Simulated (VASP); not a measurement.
Here is a VASP 6.6.1 calculation.

POSCAR

```
Si
1.0
    2.5201216971      0.0000000000      0.0000000000
    0.0000000000      2.5201216971      0.0000000000
    0.0000000000      0.0000000000      2.5201216971
Si
1
Direct
    0.0000000000      0.0000000000      0.0000000000
```

Contents of INCAR.step1:

```
SYSTEM = Si
  PREC = Accurate
  ENCUT = 550
  ISMEAR = 0
  SIGMA = 0.1
  LREAL = .False.
  LASPH = .True.
  NELM = 120
  NBANDS = 8
  GGA = PE
  ALGO = Normal
  EDIFF = 1E-5
  LWAVE = .True.
  LCHARG = .False.
  GGA_COMPAT = .False.
```

Contents of INCAR.step2:

```
SYSTEM = Si
  PREC = Accurate
  ENCUT = 550
  EDIFF = 1E-6
  ISMEAR = 0
  SIGMA = 0.1
  LREAL = .False.
  LASPH = .True.
  NELM = 120
  ALGO = Normal
  ISIF = 2
  LWAVE = .False.
  LCHARG = .True.
  METAGGA = R2SCAN
  LMIXTAU = .True.
  LELF = .True.
  LVHAR = .True.
  NBANDS = 8
  ISTART = 1
  GGA_COMPAT = .False.
```

File KPOINTS:

```
Automatic mesh
0
Gamma
  6 6 6
  0 0 0
```

Potentials or basis: VASP PAW PBE potentials, release 64 (Si).

Launch:

```console
$ cat potpaw_PBE.64/Si/POTCAR > POTCAR
$ cp INCAR.step1 INCAR
$ mpirun -np 1 vasp_std > vasp.out
$ cp INCAR.step2 INCAR
$ mpirun -np 1 vasp_std > vasp.out
```

Task: Estimate the pressure.

Result: -0.1 GPa.

Task: Estimate the band gap on the k mesh.

Result: Zero (bands 2 and 3 overlap by 10.97 eV).

Caveat: the k points lie up to 0.42 Å⁻¹ apart, too coarse for converged energies and pressures of a metal; the PAW data sets were made with another functional, which shifts forces and pressure a little.
